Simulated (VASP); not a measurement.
# Ta in VASP: single point with PBEsol

Aim: the single point of Ta with PBEsol.

Program: VASP 6.6.1. These are calculated values, not measurements. Logs are shortened: lines on timing, memory, paths and dates and some standing lists are left out, and cuts for length are marked.

**1. The cell of the first run**

The cell holds a slab with vacuum, 6 atoms: a = 4.968 Å, b = 5.087 Å, c = 18.868 Å, α = 90.00°, β = 90.00°, γ = 90.00°.

**2. Single point, PBEsol**

File INCAR:

```
SYSTEM = Ta
  PREC = Accurate
  ENCUT = 520
  EDIFF = 1E-6
  ISMEAR = -1
  SIGMA = 0.05
  LREAL = .False.
  LASPH = .True.
  NELM = 60
  ALGO = Normal
  ISIF = 2
  LWAVE = .False.
  LCHARG = .False.
  LDIPOL = .True.
  IDIPOL = 3
  DIPOL = 0.5 0.5 0.500
  GGA = PS
  NBANDS = 42
  ISYM = 0
```

File KPOINTS:

```
regular mesh
0
Gamma
  8 7 1
  0 0 0
```

File POSCAR:

```
Ta
1.0
    4.9676408003      0.0000000000      0.0000000000
    0.0000000000      5.0868250988      0.0000000000
    0.0000000000      0.0000000000     18.8681000000
Ta
6
Direct
    0.2538116175      0.7508682867      0.4309636398
    0.7465181495      0.2509494306      0.4310041298
    0.7513613936      0.7509223593      0.5001596239
    0.2489656414      0.2508873872      0.5001730023
    0.2538068172      0.7508236658      0.5693270109
    0.7465185731      0.2509800148      0.5693671648
```

Potentials or basis: VASP PAW PBE potentials, release 64 (Ta_pv).

Run with:

```console
$ cat potpaw_PBE.64/Ta_pv/POTCAR > POTCAR
$ mpirun -np 1 vasp_std > vasp.out
```

OUTCAR:

```text
SYSTEM = Ta
   PREC = Accurate
   ENCUT = 520
   EDIFF = 1E-6
   ISMEAR = -1
   LREAL = .False.
   LASPH = .True.
   NELM = 60
   ISIF = 2
   GGA = PS
   ISYM = 0

 ion  position               nearest neighbor table
   1  0.254  0.751  0.431-   5 2.61   3 2.80   3 2.82   4 2.86   4 2.86   2 3.53   2 3.53   2 3.58
                             2 3.58
   2  0.747  0.251  0.431-   6 2.61   4 2.80   4 2.82   3 2.86   3 2.86   1 3.53   1 3.53   1 3.58
                             1 3.58
   3  0.751  0.751  0.500-   5 2.80   1 2.80   5 2.82   1 2.82   2 2.86   2 2.86   6 2.86   6 2.86
                             4 3.55   4 3.55   4 3.56   4 3.56
   4  0.249  0.251  0.500-   2 2.80   6 2.80   2 2.82   6 2.82   5 2.86   5 2.86   1 2.86   1 2.86
                             3 3.55   3 3.55   3 3.56   3 3.56
   5  0.254  0.751  0.569-   1 2.61   3 2.80   3 2.82   4 2.86   4 2.86   6 3.53   6 3.53   6 3.58
                             6 3.58
   6  0.747  0.251  0.569-   2 2.61   4 2.80   4 2.82   3 2.86   3 2.86   5 3.53   5 3.53   5 3.58
                             5 3.58

IMPORTANT INFORMATION: All symmetrisations will be switched off!
NOSYMM: (Re-)initialisation of all symmetry stuff for point group C_1.

----------------------------------------------------------------------------------------

                                     Primitive cell

  volume of cell :     476.7878

  direct lattice vectors                    reciprocal lattice vectors
     4.967640800  0.000000000  0.000000000     0.201302799  0.000000000  0.000000000
     0.000000000  5.086825099  0.000000000     0.000000000  0.196586275  0.000000000
     0.000000000  0.000000000 18.868100000     0.000000000  0.000000000  0.052999507

  length of vectors
     4.967640800  5.086825099 18.868100000     0.201302799  0.196586275  0.052999507

  position of ions in fractional coordinates (direct lattice)
     0.253811617  0.750868287  0.430963640
     0.746518149  0.250949431  0.431004130
     0.751361394  0.750922359  0.500159624
     0.248965641  0.250887387  0.500173002
     0.253806817  0.750823666  0.569327011
     0.746518573  0.250980015  0.569367165

  ion indices of the primitive-cell ions
   primitive index   ion index
                 1           1
                 2           2
                 3           3
                 4           4
                 5           5
                 6           6

----------------------------------------------------------------------------------------

 KPOINTS: regular mesh

Automatic generation of k-mesh.
 Grid dimensions read from file:
 generate k-points for:    8    7    1

 Generating k-lattice:

  Cartesian coordinates                     Fractional coordinates (reciprocal lattice)
     0.025162850  0.000000000  0.000000000     0.125000000  0.000000000  0.000000000
     0.000000000  0.028083754  0.000000000     0.000000000  0.142857143  0.000000000
     0.000000000  0.000000000  0.052999507     0.000000000  0.000000000  1.000000000

  Length of vectors
     0.025162850  0.028083754  0.052999507

  Shift w.r.t. Gamma in fractional coordinates (k-lattice)
     0.000000000  0.000000000  0.000000000

 Subroutine IBZKPT returns following result:
 ===========================================

 Found     29 irreducible k-points:

 Following reciprocal coordinates:
            Coordinates               Weight
  0.000000  0.000000  0.000000      1.000000
  0.125000  0.000000  0.000000      2.000000
  0.250000  0.000000  0.000000      2.000000
  0.375000  0.000000  0.000000      2.000000
  0.500000  0.000000  0.000000      1.000000
  0.000000  0.142857  0.000000      2.000000
[... 16 lines left out ...]
  0.125000  0.428571  0.000000      2.000000
  0.125000 -0.428571  0.000000      2.000000
 [... further k-points ...]
   k-points           NKPTS =     29   k-points in BZ     NKDIM =     29   number of bands    NBANDS=     42
   number of dos      NEDOS =    301   number of ions     NIONS =      6
   total plane-waves  NPLWV = 224000
   dimension x,y,z NGX =    40 NGY =   40 NGZ =  140
   dimension x,y,z NGXF=    80 NGYF=   80 NGZF=  280
   ions per type =               6
   NGX,Y,Z   is equivalent  to a cutoff of  13.39, 13.07, 12.34 a.u.
   NGXF,Y,Z  is equivalent  to a cutoff of  26.77, 26.15, 24.67 a.u.
 SYSTEM =  Ta
   PREC   = accura    normal or accurate (medium, high low for compatibility)
   ISTART =      0    job   : 0-new  1-cont  2-samecut
   ICHARG =      2    charge: 1-file 2-atom 10-const
   ISPIN  =      1    spin polarized calculation?
   LNONCOLLINEAR =      F non collinear calculations
   LSORBIT =      F    spin-orbit coupling
   LASPH  =      T    aspherical Exc in radial PAW
   ENCUT  =  520.0 eV  38.22 Ry    6.18 a.u.   9.24  9.46 35.08*2*pi/ulx,y,z
   NELM   =     60;   NELMIN=  2; NELMDL= -5     # of ELM steps
   EDIFF  = 0.1E-05   stopping-criterion for ELM
   LREAL  =      F    real-space projection
   EDIFFG = 0.1E-04   stopping-criterion for IOM
   NSW    =      0    number of steps for IOM
   IBRION =     -1    ionic relax: 0-MD 1-quasi-New 2-CG
   NFREE  =      0    steps in history (QN), initial steepest desc. (CG)
   ISIF   =      2    stress and relaxation
   ISYM   =      0    0-nonsym 1-usesym 2-fastsym
   POTIM  = 0.5000    time-step for ionic-motion
   TEBEG  =    0.0;   TEEND  =   0.0 temperature during run
   PSTRESS=    0.0 pullay stress
   NELECT =      66.0000    total number of electrons
   NUPDOWN=      -1.0000    fix difference up-down
   EMIN   =  10.00;   EMAX   =-10.00  energy-range for DOS
   EFERMI =   0.00;   METHOD = LEGACY
   ISMEAR =    -1;   SIGMA  =   0.05  broadening in eV -4-tet -1-fermi 0-gaus
   EFERMI_NEDOS =   21; number of points for ismear=-14 and -15
   IALGO  =     38    algorithm
   IMIX   =      4    mixing-type and parameters
     AMIX     =   0.40;   BMIX     =  1.00
     AMIX_MAG =   1.60;   BMIX_MAG =  1.00
  volume/ion in A,a.u.               =      79.46       536.25
  Fermi-wavevector in a.u.,A,eV,Ry     =   0.846865  1.600344  9.757841  0.717181
  Thomas-Fermi vector in A             =   1.962281
   LORBIT       =      0    0 simple, 1 ext, 2 COOP (PROOUT), +10 PAW based schemes
   GGA     = PS    functional components
   LHFCALC =     F    Hartree Fock is set to
   AEXX    =    0.0000 exact exchange contribution
   IVDW    =     0    specifies the selected vdW correction
   LEPSILON=     F    determine dielectric tensor
   LRPA    =     F    only Hartree local field effects (RPA)
 non-spin polarized calculation
  energy-cutoff  :      520.00
  volume of cell :      476.79
 maximum number of plane-waves:     12886
 NGX is ok and might be reduce to    40
   NGX = 19   NGY = 19   NGZ = 71

 dipolmoment           0.000000      0.000000      0.000011 electrons x Angstroem

 number of electron      65.9999998 magnetization

 dipolmoment           0.000000      0.000000     -0.000000 electrons x Angstroem

 Free energy of the ion-electron system (eV)
  ---------------------------------------------------
  ext. energy  EPLUGINS =         0.00000000
  ---------------------------------------------------
  free energy    TOTEN  =       -66.34589170 eV

  energy without entropy =      -66.27820898  energy(sigma->0) =      -66.31205034

 E-fermi :  -1.5356     XC(G=0):  -4.0809

 val. band max:       -1.5376613218   @ k =   0.0000   0.1429   0.0000
 cond. band min:      -1.5249498356   @ k =   0.5000   0.2857   0.0000
 fundamental gap:      0.0127114862
 Fermi energy:        -1.5355728948

 k-point     1 :       0.0000    0.0000    0.0000
  band No.  band energies     occupation
      1     -36.3966      2.00000
      2     -36.3792      2.00000
      3     -36.2759      2.00000
      4     -36.2232      2.00000
      5     -36.0880      2.00000
      6     -36.0124      2.00000
[... 34 lines left out ...]
     41       0.4183      0.00000
     42       0.6772      0.00000

 k-point     2 :       0.1250    0.0000    0.0000
  band No.  band energies     occupation
      1     -36.4124      2.00000
      2     -36.4066      2.00000
      3     -36.2196      2.00000
      4     -36.2152      2.00000
      5     -36.0521      2.00000
      6     -36.0204      2.00000
[... 34 lines left out ...]
     41      -0.0575      0.00000
     42       0.4374      0.00000

 k-point     3 :       0.2500    0.0000    0.0000
  band No.  band energies     occupation
      1     -36.4429      2.00000
      2     -36.4371      2.00000
      3     -36.1923      2.00000
      4     -36.1084      2.00000
      5     -36.0430      2.00000
      6     -35.9702      2.00000
[... 34 lines left out ...]
     41      -0.0249      0.00000
     42       0.0578      0.00000

 k-point     4 :       0.3750    0.0000    0.0000
  band No.  band energies     occupation
      1     -36.4627      2.00000
      2     -36.4577      2.00000
      3     -36.1582      2.00000
      4     -36.0769      2.00000
      5     -35.9837      2.00000
      6     -35.9104      2.00000
[... 844 lines left out ...]
     41      -0.0042      0.00000
     42       0.0657      0.00000

 k-point    23 :       0.1250    0.4286    0.0000
  band No.  band energies     occupation
      1     -36.4598      2.00000
      2     -36.4583      2.00000
      3     -36.1615      2.00000
      4     -36.1218      2.00000
      5     -35.9299      2.00000
      6     -35.9117      2.00000
[... 34 lines left out ...]
     41       0.1567      0.00000
     42       0.2629      0.00000

 k-point    24 :       0.1250   -0.4286    0.0000
  band No.  band energies     occupation
      1     -36.4598      2.00000
      2     -36.4583      2.00000
      3     -36.1615      2.00000
      4     -36.1218      2.00000
      5     -35.9299      2.00000
      6     -35.9116      2.00000
[... 34 lines left out ...]
     41       0.1566      0.00000
     42       0.2631      0.00000

 [... further k-points ...]

------------------------ aborting loop because EDIFF is reached ----------------------------------------

 vacuum level on the upper side and lower side of the slab       (xc-potential included)        -0.122        -0.123

  FORCE on cell =-STRESS in cart. coord.  units (eV):
  Direction    XX          YY          ZZ          XY          YZ          ZX
  --------------------------------------------------------------------------------------
  -------------------------------------------------------------------------------------
  Total      -15.2101632    -17.5476501     -0.0119006     -0.0004093      0.0004055      0.0001577
  in kB      -51.1115789    -58.9663692     -0.0399903     -0.0013753      0.0013626      0.0005300
  external PRESSURE =     -36.7059795 kB  Pullay stress =       0.0000000 kB

 VOLUME and BASIS-vectors are now :
 -----------------------------------------------------------------------------
  energy-cutoff  :      520.00
  volume of cell :      476.79
      direct lattice vectors                 reciprocal lattice vectors
     4.967640800  0.000000000  0.000000000     0.201302799  0.000000000  0.000000000
     0.000000000  5.086825099  0.000000000     0.000000000  0.196586275  0.000000000
     0.000000000  0.000000000 18.868100000     0.000000000  0.000000000  0.052999507

 POSITION                                       TOTAL-FORCE (eV/Angst)
 -----------------------------------------------------------------------------------
      1.26084      3.81954      8.13147         0.000887     -0.000192     -0.000541
      3.70843      1.27654      8.13223        -0.000975      0.000020     -0.007177
      3.73249      3.81981      9.43706        -0.000541     -0.000397      0.000976
      1.23677      1.27622      9.43731         0.000585      0.000398     -0.001391
      1.26082      3.81931     10.74212         0.000921      0.000180      0.007297
      3.70844      1.27669     10.74288        -0.000876     -0.000008      0.000835
 -----------------------------------------------------------------------------------
    total drift:                                0.000054      0.000008      0.000201

  FREE ENERGIE OF THE ION-ELECTRON SYSTEM (eV)
  ---------------------------------------------------
  free  energy   TOTEN  =       -66.3458916960 eV

  energy  without entropy=      -66.2782089850  energy(sigma->0) =      -66.31205034

 vacuum level on the upper side and lower side of the slab         2.185         2.185
```

Wall time 22 min (1 thread of Intel Xeon 8259CL, shared host); peak memory 0.76 GiB.

What came out:

```yaml
Free_energy: -66.3459 eV
Largest_force: 0.007 eV/Å
Band_gap_on_the_k_mesh: zero (bands 33 and 34 overlap by 0.73 eV)
```

Forces on the atoms (eV/Å):
```
Ta   0.001  0.000 -0.001
Ta  -0.001  0.000 -0.007
Ta  -0.001  0.000  0.001
Ta   0.001  0.000 -0.001
Ta   0.001  0.000  0.007
Ta  -0.001  0.000  0.001
```

Caveat: the PAW data sets were made with another functional, which shifts forces and pressure a little; spin-orbit coupling is left out, which moves the levels of the heavy elements.
